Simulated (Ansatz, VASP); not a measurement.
BiHO2 in VASP and in Ansatz

The input INCAR:

```
PREC     = Accurate       # precision mode
ENCUT    = 520            # plane-wave cutoff, eV
EDIFF    = 1E-7           # SCF threshold, eV
ISMEAR   = 0              # smearing method
SIGMA    = 0.01           # smearing width, eV
LREAL    = False          # projectors in reciprocal space
LASPH    = True           # aspherical terms in the spheres
NELM     = 150            # most SCF steps
ALGO     = Normal         # electronic algorithm
ISIF     = 2              # what is computed and relaxed
LWAVE    = False          # write WAVECAR
LCHARG   = False          # write CHGCAR
MAGMOM   = 0 0 0 0 0 0 0 0 0 0 0 0 0 0 0 0 0 0 0 0 0 0 0 0 # initial moments
LORBIT   = 11             # projections on sites
LSORBIT  = True           # spin-orbit coupling
GGA_COMPAT= False        
LORBMOM  = True         
GGA      = PE             # functional
NBANDS   = 74             # bands
```

Contents of KPOINTS:

```
Automatic mesh
0
Gamma
  1 1 1
```

Contents of POSCAR:

```
BiHO2
1.0
   11.8900000000      0.0000000000      0.0000000000
    0.0000000000     11.4600000000      0.0000000000
    0.0000000000      0.0000000000     13.3800000000
Bi O H
2 4 2
Direct
    0.4228334700      0.5023970300      0.6213542600
    0.4228334700      0.5023970300      0.3784065800
    0.4762127800      0.6076771400      0.4998804200
    0.3784693000      0.3926701600      0.4998804200
    0.5764743500      0.4271055800      0.6634379700
    0.5764743500      0.4271055800      0.3363228700
    0.6214751900      0.4036570700      0.6064529100
    0.6214751900      0.4036570700      0.3933079200
```

Input for Ansatz:

```yaml
crystal:
  lattice:
    - [11.89, 0.0, 0.0]
    - [0.0, 11.46, 0.0]
    - [0.0, 0.0, 13.38]
  atoms:
    - { symbol: Bi, position: [0.42283347, 0.50239703, 0.62135426] }
    - { symbol: Bi, position: [0.42283347, 0.50239703, 0.37840658] }
    - { symbol: O, position: [0.47621278, 0.60767714, 0.49988042] }
    - { symbol: O, position: [0.3784693, 0.39267016, 0.49988042] }
    - { symbol: O, position: [0.57647435, 0.42710558, 0.66343797] }
    - { symbol: H, position: [0.62147519, 0.40365707, 0.60645291] }
    - { symbol: O, position: [0.57647435, 0.42710558, 0.33632287] }
    - { symbol: H, position: [0.62147519, 0.40365707, 0.39330792] }
basis:
  ecutwfc: 420
  ecutrho_ratio: 4
kpoints:
  mp_grid: { grid: [1, 1, 1] }
hamiltonian:
  xc: pbe
scf:
  occupations: { method: gaussian, width: 0.01 }
output:
  forces: true
  eigenvalues: true
  populations: true
  write_density: true
  write_potential: true
  elf: true
  volumetric_format: npy
magnetization:
  noncollinear: true
  spin_orbit: true
```

Alike in both runs: task single point; functional PBE; k mesh 1 × 1 × 1; occupations gaussian, width 0.01 eV; non-collinear spin, spin-orbit coupling.

|  | VASP | Ansatz |
| --- | --- | --- |
| version | VASP 6.6.1 | Ansatz 0.2.0 |
| potentials or method | VASP PAW PBE potentials, release 64 (Bi_d, O, H), cutoff 520 eV | plane waves, PAW |
| valence electrons in the cell | 56 | 56 |

Ansatz gave:

```
rms of the force components (eV/Å) : 0.181
```

Question: What did VASP give for the same quantities?

Answer: rms of the force components (eV/Å): 0.183.

Ansatz's warnings: xc potential rough in thin density.
